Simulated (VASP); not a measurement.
# ZnS (P3m1) in VASP: single point with PBE

Aim: the single point of ZnS with PBE.

Program: VASP 6.6.1. These are calculated values, not measurements. Logs are shortened: lines on timing, memory, paths and dates and some standing lists are left out, and cuts for length are marked.

## (1) The cell of the first run

The structure is trigonal, space group P3m1 (No. 156). The conventional cell has a = 3.770 Å, b = 3.770 Å, c = 24.650 Å, α = 90.00°, β = 90.00°, γ = 120.00°. Within 3.1 Å of Zn (site symmetry 3m) lie 4 S at 2.31 Å. Zn (site symmetry 3m) has 4 S at 2.31 Å within 3.1 Å. Within 3.1 Å of Zn (site symmetry 3m) lie 4 S at 2.31 Å. Within 3.1 Å of Zn (site symmetry 3m) lie 4 S at 2.31 Å. Zn (site symmetry 3m) has 4 S at 2.31 Å within 3.1 Å. Within 3.1 Å of Zn (site symmetry 3m) lie 4 S at 2.31 Å. Zn (site symmetry 3m) has 4 S at 2.31 Å within 3.1 Å. Zn (site symmetry 3m) has 4 S at 2.31 Å within 3.1 Å.

## (2) Single point, PBE (18.96 Å³/atom)

INCAR reads:

```
SYSTEM = ZnS
  ALGO = Normal
  EDIFF = 1E-6
  ENCUT = 520
  GGA = PE
  ISIF = 2
  ISMEAR = 0
  LASPH = .True.
  LCHARG = .True.
  LELF = .True.
  LREAL = Auto
  LVHAR = .True.
  LWAVE = .False.
  NBANDS = 86
  NELM = 60
  PREC = Accurate
  SIGMA = 0.02
```

KPOINTS reads:

```
k-points
0
Gamma
  9 9 2
  0 0 0
```

POSCAR reads:

```
ZnS
1.0
    3.7695127227      0.0000000000      0.0000000000
   -1.8847563614      3.2644937777      0.0000000000
    0.0000000000      0.0000000000     24.6504296684
Zn S
8 8
Direct
    0.3333333333      0.6666666667      0.1251575801
    0.0000000000      0.0000000000      0.0002629988
    0.6666666667      0.3333333333      0.6248324129
    0.6666666667      0.3333333333      0.8751883806
    0.0000000000      0.0000000000      0.7499146686
    0.3333333333      0.6666666667      0.4999181653
    0.0000000000      0.0000000000      0.3749978189
    0.6666666667      0.3333333333      0.2500776401
    0.6666666667      0.3333333333      0.3437595417
    0.6666666667      0.3333333333      0.7185047828
    0.3333333333      0.6666666667      0.2188391387
    0.0000000000      0.0000000000      0.8437460603
    0.6666666667      0.3333333333      0.9690014798
    0.0000000000      0.0000000000      0.0939209450
    0.3333333333      0.6666666667      0.5935995606
    0.0000000000      0.0000000000      0.4686798260
```

Potentials or basis: VASP PAW PBE potentials, release 64 (Zn, S).

Command:

```sh
$ cat potpaw_PBE.64/Zn/POTCAR potpaw_PBE.64/S/POTCAR > POTCAR
$ mpirun -np 1 vasp_std > vasp.out
```

OUTCAR:

```text
SYSTEM = ZnS
   EDIFF = 1E-6
   ENCUT = 520
   GGA = PE
   ISIF = 2
   ISMEAR = 0
   LASPH = .True.
   LREAL = Auto
   NELM = 60
   PREC = Accurate

 ion  position               nearest neighbor table
   1  0.333  0.667  0.125-  14 2.31  14 2.31  14 2.31  11 2.31
   2  0.000  0.000  0.000-  14 2.31  13 2.31  13 2.31  13 2.31
   3  0.667  0.333  0.625-  15 2.31  15 2.31  15 2.31  10 2.31
   4  0.667  0.333  0.875-  12 2.31  12 2.31  12 2.31  13 2.31
   5  0.000  0.000  0.750-  10 2.31  10 2.31  10 2.31  12 2.31
   6  0.333  0.667  0.500-  16 2.31  16 2.31  16 2.31  15 2.31
[... 8 lines left out ...]
  15  0.333  0.667  0.594-   3 2.31   3 2.31   3 2.31   6 2.31
  16  0.000  0.000  0.469-   6 2.31   6 2.31   6 2.31   7 2.31

  LATTYP: Found a hexagonal cell.
 ALAT       =     3.7695127227
 C/A-ratio  =     6.5394207373

  Lattice vectors:

 A1 = (   3.7695127227,   0.0000000000,   0.0000000000)
 A2 = (  -1.8847563614,   3.2644937777,   0.0000000000)
 A3 = (   0.0000000000,   0.0000000000,  24.6504296684)

Analysis of symmetry for initial positions (statically):
=====================================================================
 Subroutine PRICEL returns:
 Original cell was already a primitive cell.

 Routine SETGRP: Setting up the symmetry group for a
 hexagonal supercell.

 Subroutine GETGRP returns: Found  6 space group operations
 (whereof  6 operations were pure point group operations)
 out of a pool of 24 trial point group operations.

The static configuration has the point symmetry C_3v.

Analysis of symmetry for dynamics (positions and initial velocities):
=====================================================================
 Subroutine PRICEL returns:
 Original cell was already a primitive cell.

 Routine SETGRP: Setting up the symmetry group for a
 hexagonal supercell.

 Subroutine GETGRP returns: Found  6 space group operations
 (whereof  6 operations were pure point group operations)
 out of a pool of 24 trial point group operations.

The dynamic configuration has the point symmetry C_3v.

 Subroutine INISYM returns: Found  6 space group operations
 (whereof  6 operations are pure point group operations),
 and found     1 'primitive' translations

----------------------------------------------------------------------------------------

                                     Primitive cell

  volume of cell :     303.3371

  direct lattice vectors                    reciprocal lattice vectors
     3.769512723  0.000000000  0.000000000     0.265286278  0.153163104  0.000000000
    -1.884756361  3.264493778  0.000000000     0.000000000  0.306326208  0.000000000
     0.000000000  0.000000000 24.650429668     0.000000000  0.000000000  0.040567244

  length of vectors
     3.769512723  3.769512723 24.650429668     0.306326208  0.306326208  0.040567244

  position of ions in fractional coordinates (direct lattice)
     0.333333333  0.666666667  0.125157580
     0.000000000  0.000000000  0.000262999
     0.666666667  0.333333333  0.624832413
     0.666666667  0.333333333  0.875188381
     0.000000000  0.000000000  0.749914669
     0.333333333  0.666666667  0.499918165
[... 8 lines left out ...]
     0.333333333  0.666666667  0.593599561
     0.000000000  0.000000000  0.468679826

  ion indices of the primitive-cell ions
   primitive index   ion index
                 1           1
                 2           2
                 3           3
                 4           4
                 5           5
                 6           6
[... 8 lines left out ...]
                15          15
                16          16

----------------------------------------------------------------------------------------

 KPOINTS: k-points

Automatic generation of k-mesh.
 Grid dimensions read from file:
 generate k-points for:    9    9    2

 Generating k-lattice:

  Cartesian coordinates                     Fractional coordinates (reciprocal lattice)
     0.029476253  0.017018123  0.000000000     0.111111111  0.000000000  0.000000000
     0.000000000  0.034036245  0.000000000     0.000000000  0.111111111  0.000000000
     0.000000000  0.000000000  0.020283622     0.000000000  0.000000000  0.500000000

  Length of vectors
     0.034036245  0.034036245  0.020283622

  Shift w.r.t. Gamma in fractional coordinates (k-lattice)
     0.000000000  0.000000000  0.000000000

 Subroutine IBZKPT returns following result:
 ===========================================

 Found     24 irreducible k-points:

 Following reciprocal coordinates:
            Coordinates               Weight
  0.000000  0.000000  0.000000      1.000000
  0.111111 -0.000000  0.000000      6.000000
  0.222222 -0.000000  0.000000      6.000000
  0.333333 -0.000000  0.000000      6.000000
  0.444444 -0.000000  0.000000      6.000000
  0.111111  0.111111  0.000000      6.000000
[... 16 lines left out ...]
  0.333333  0.222222  0.500000     12.000000
  0.333333  0.333333  0.500000      2.000000
   k-points           NKPTS =     24   k-points in BZ     NKDIM =     24   number of bands    NBANDS=     86
   number of dos      NEDOS =    301   number of ions     NIONS =     16
   total plane-waves  NPLWV = 150528
   dimension x,y,z NGX =    28 NGY =   28 NGZ =  192
   dimension x,y,z NGXF=    56 NGYF=   56 NGZF=  384
   ions per type =               8   8
   NGX,Y,Z   is equivalent  to a cutoff of  12.35, 12.35, 12.95 a.u.
   NGXF,Y,Z  is equivalent  to a cutoff of  24.70, 24.70, 25.90 a.u.
 SYSTEM =  ZnS
   PREC   = accura    normal or accurate (medium, high low for compatibility)
   ISTART =      0    job   : 0-new  1-cont  2-samecut
   ICHARG =      2    charge: 1-file 2-atom 10-const
   ISPIN  =      1    spin polarized calculation?
   LNONCOLLINEAR =      F non collinear calculations
   LSORBIT =      F    spin-orbit coupling
   LASPH  =      T    aspherical Exc in radial PAW
   ENCUT  =  520.0 eV  38.22 Ry    6.18 a.u.   7.01  7.01 45.83*2*pi/ulx,y,z
   NELM   =     60;   NELMIN=  2; NELMDL= -5     # of ELM steps
   EDIFF  = 0.1E-05   stopping-criterion for ELM
   LREAL  =      T    real-space projection
   EDIFFG = 0.1E-04   stopping-criterion for IOM
   NSW    =      0    number of steps for IOM
   IBRION =     -1    ionic relax: 0-MD 1-quasi-New 2-CG
   NFREE  =      0    steps in history (QN), initial steepest desc. (CG)
   ISIF   =      2    stress and relaxation
   ISYM   =      2    0-nonsym 1-usesym 2-fastsym
   POTIM  = 0.5000    time-step for ionic-motion
   TEBEG  =    0.0;   TEEND  =   0.0 temperature during run
   PSTRESS=    0.0 pullay stress
   NELECT =     144.0000    total number of electrons
   NUPDOWN=      -1.0000    fix difference up-down
   EMIN   =  10.00;   EMAX   =-10.00  energy-range for DOS
   EFERMI =   0.00;   METHOD = LEGACY
   ISMEAR =     0;   SIGMA  =   0.02  broadening in eV -4-tet -1-fermi 0-gaus
   EFERMI_NEDOS =   21; number of points for ismear=-14 and -15
   IALGO  =     38    algorithm
   IMIX   =      4    mixing-type and parameters
     AMIX     =   0.40;   BMIX     =  1.00
     AMIX_MAG =   1.60;   BMIX_MAG =  1.00
  volume/ion in A,a.u.               =      18.96       127.94
  Fermi-wavevector in a.u.,A,eV,Ry     =   1.277087  2.413344 22.190438  1.630951
  Thomas-Fermi vector in A             =   2.409706
   LORBIT       =      0    0 simple, 1 ext, 2 COOP (PROOUT), +10 PAW based schemes
   GGA     = PE    functional components
   LHFCALC =     F    Hartree Fock is set to
   AEXX    =    0.0000 exact exchange contribution
   IVDW    =     0    specifies the selected vdW correction
   LEPSILON=     F    determine dielectric tensor
   LRPA    =     F    only Hartree local field effects (RPA)
 non-spin polarized calculation
 Gauss-broadening in eV      SIGMA  =   0.02
  energy-cutoff  :      520.00
  volume of cell :      303.34
 maximum number of plane-waves:      8216
 NGX is ok and might be reduce to    28
   NGX = 13   NGY = 13   NGZ = 91

 number of electron     143.9999954 magnetization

 Free energy of the ion-electron system (eV)
  ---------------------------------------------------
  ext. energy  EPLUGINS =         0.00000000
  ---------------------------------------------------
  free energy    TOTEN  =       -54.51214871 eV

  energy without entropy =      -54.51214871  energy(sigma->0) =      -54.51214871

 E-fermi :   2.5986     XC(G=0):  -9.8134

 val. band max:        2.5072278240   @ k =   0.0000   0.0000   0.0000
 cond. band min:       4.8067324192   @ k =   0.0000   0.0000   0.0000
 fundamental gap:      2.2995045952
 Fermi energy:         2.5986010283

 k-point     1 :       0.0000    0.0000    0.0000
  band No.  band energies     occupation
      1     -10.9238      2.00000
      2     -10.8006      2.00000
      3     -10.7947      2.00000
      4     -10.4686      2.00000
      5     -10.4682      2.00000
      6     -10.0952      2.00000
[... 76 lines left out ...]
     83       8.8156      0.00000
     84       8.8157      0.00000

 k-point     2 :       0.1111   -0.0000    0.0000
  band No.  band energies     occupation
      1     -10.8349      2.00000
      2     -10.7155      2.00000
      3     -10.7096      2.00000
      4     -10.3956      2.00000
      5     -10.3935      2.00000
      6     -10.0371      2.00000
[... 1903 lines left out ...]
     83       8.4139      0.00000
     84       8.4934      0.00000

 k-point    24 :       0.3333    0.3333    0.5000
  band No.  band energies     occupation
      1      -9.6709      2.00000
      2      -9.6702      2.00000
      3      -9.6691      2.00000
      4      -9.6687      2.00000
      5      -9.6681      2.00000
      6      -9.6654      2.00000
[... 76 lines left out ...]
     83       8.8995      0.00000
     84       8.8999      0.00000
 [bands above 84 left out]

------------------------ aborting loop because EDIFF is reached ----------------------------------------

  FORCE on cell =-STRESS in cart. coord.  units (eV):
  Direction    XX          YY          ZZ          XY          YZ          ZX
  --------------------------------------------------------------------------------------
  -------------------------------------------------------------------------------------
  Total       11.7070645     11.7070645     11.7053071     -0.0000000      0.0000000     -0.0000000
  in kB       61.8348113     61.8348113     61.8255292     -0.0000000      0.0000000     -0.0000000
  external PRESSURE =      61.8317173 kB  Pullay stress =       0.0000000 kB

 VOLUME and BASIS-vectors are now :
 -----------------------------------------------------------------------------
  energy-cutoff  :      520.00
  volume of cell :      303.34
      direct lattice vectors                 reciprocal lattice vectors
     3.769512723  0.000000000  0.000000000     0.265286278  0.153163104  0.000000000
    -1.884756361  3.264493778  0.000000000     0.000000000  0.306326208  0.000000000
     0.000000000  0.000000000 24.650429668     0.000000000  0.000000000  0.040567244

 POSITION                                       TOTAL-FORCE (eV/Angst)
 -----------------------------------------------------------------------------------
     -0.00000      2.17633      3.08519        -0.000000      0.000000      0.001812
      0.00000      0.00000      0.00648        -0.000000      0.000000      0.007244
      1.88476      1.08816     15.40239         0.000000     -0.000000      0.000845
      1.88476      1.08816     21.57377         0.000000      0.000000      0.009204
      0.00000      0.00000     18.48572        -0.000000     -0.000000      0.003587
     -0.00000      2.17633     12.32320        -0.000000      0.000000      0.001709
[... 8 lines left out ...]
     -0.00000      2.17633     14.63248         0.000000      0.000000     -0.001521
      0.00000      0.00000     11.55316        -0.000000      0.000000     -0.003748
 -----------------------------------------------------------------------------------
    total drift:                               -0.000020      0.000004     -0.000472

  FREE ENERGIE OF THE ION-ELECTRON SYSTEM (eV)
  ---------------------------------------------------
  free  energy   TOTEN  =       -54.5121487133 eV

  energy  without entropy=      -54.5121487133  energy(sigma->0) =      -54.51214871
```

It took 40 min on 1 thread of Intel Xeon 8259CL, shared host; peak memory 0.62 GiB.

Results:

| Property | Result |
| --- | --- |
| Free energy | -54.5121 eV |
| Pressure | 6.2 GPa |
| Largest force | 0.009 eV/Å |
| Band gap on the k mesh | 2.30 eV |

Forces in eV/Å, atoms in the order of the input:
```
Zn   0.000  0.000  0.002
Zn   0.000  0.000  0.007
Zn   0.000  0.000  0.001
Zn   0.000  0.000  0.009
Zn   0.000  0.000  0.004
Zn   0.000  0.000  0.002
Zn   0.000  0.000  0.003
Zn   0.000  0.000  0.003
S    0.000  0.000 -0.002
S    0.000  0.000 -0.006
S    0.000  0.000 -0.004
S    0.000  0.000 -0.008
S    0.000  0.000 -0.003
S    0.000  0.000 -0.003
S    0.000  0.000 -0.002
S    0.000  0.000 -0.004
```

Levels at points of the mesh, in eV from the valence-band top:
```tsv
k point	band 68	band 69	band 70	band 71	band 72	band 73	band 74	band 75	band 76	band 77
(0.00, 0.00, 0.00)	-0.15	-0.15	-0.02	0.00	0.00	2.30	3.10	3.16	3.27	3.43
(0.00, 0.00, 0.50)	-0.32	-0.05	-0.05	-0.04	-0.04	2.57	2.62	3.27	3.40	3.48
```

Caveat: the cell stands under pressure. A k mesh can miss the band edges.
